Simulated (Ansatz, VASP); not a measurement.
## Ru in VASP and in Ansatz

INCAR

```
SYSTEM = Ru
PREC = Accurate
ENCUT = 520
EDIFF = 1E-7
ISMEAR = -1
SIGMA = 1.0
LREAL = .FALSE.
LASPH = .TRUE.
NELM = 80
ALGO = Normal
ISIF = 2
LWAVE = .FALSE.
LCHARG = .TRUE.
GGA = CA
LELF = .TRUE.
LVHAR = .TRUE.
NBANDS = 21
```

The input KPOINTS:

```
regular mesh
0
G
  13 13 8
  0 0 0
```

File POSCAR:

```
Ru
1.0
    2.6775346364      0.0000000000      0.0000000000
   -1.3387673182      2.3188130146      0.0000000000
    0.0000000000      0.0000000000      4.2181251212
Ru
2
Direct
    0.3333333333      0.6666666667      0.2500000000
    0.6666666667      0.3333333333      0.7500000000
```

Input for Ansatz:

```yaml
crystal:
  lattice:
    - [2.6775346364, 0.0, 0.0]
    - [-1.3387673182, 2.3188130146, 0.0]
    - [0.0, 0.0, 4.2181251212]
  atoms:
    - { symbol: Ru, position: [0.3333333333, 0.6666666667, 0.25] }
    - { symbol: Ru, position: [0.6666666667, 0.3333333333, 0.75] }
hamiltonian:
  xc: lda
  pseudopotentials:
    kind: paw
    azcp:
      Ru: "pseudopotentials/Ru.paw.azcp"
basis:
  ecutwfc: 420
  fft_grid_basis: typed
kpoints:
  mp_grid: { grid: [13, 13, 8], shift: [0, 0, 0] }
magnetization:
  spin_polarized: false
scf:
  occupations: { method: fermi_dirac, width: 1.0 }
  lower_state_search: "off"
output:
  stress: true
```

Alike in both runs: task single point; functional LDA; k mesh 13 × 13 × 8; occupations fermi-dirac, width 1 eV; no spin polarisation.

|  | VASP | Ansatz |
| --- | --- | --- |
| version | VASP 6.6.1 | Ansatz 0.2.0 |
| potentials or method | VASP PAW LDA potentials, release 64 (Ru_pv), cutoff 520 eV | plane waves (420 eV) with PAW, scalar-relativistic |
| valence electrons in the cell | 28 | 32 |

|  | VASP | Ansatz | Ansatz less VASP |
| --- | --- | --- | --- |
| pressure (GPa) | 30.0 | 28.9 | -1.09 |
| traceless stress, the component that is largest in VASP (GPa) | 5.27 | 5.20 | -0.072 |

Ansatz warns that its potentials were made for another functional, while VASP's fit it. LDA's correlation is that of Perdew and Zunger in VASP and of Perdew and Wang (1992) in Ansatz. Both programs put the cell under a high pressure, so it lies far from rest at this level. VASP's potentials hold 28 valence electrons a cell and Ansatz's 32, so a difference there can come from the potentials and not from the codes.
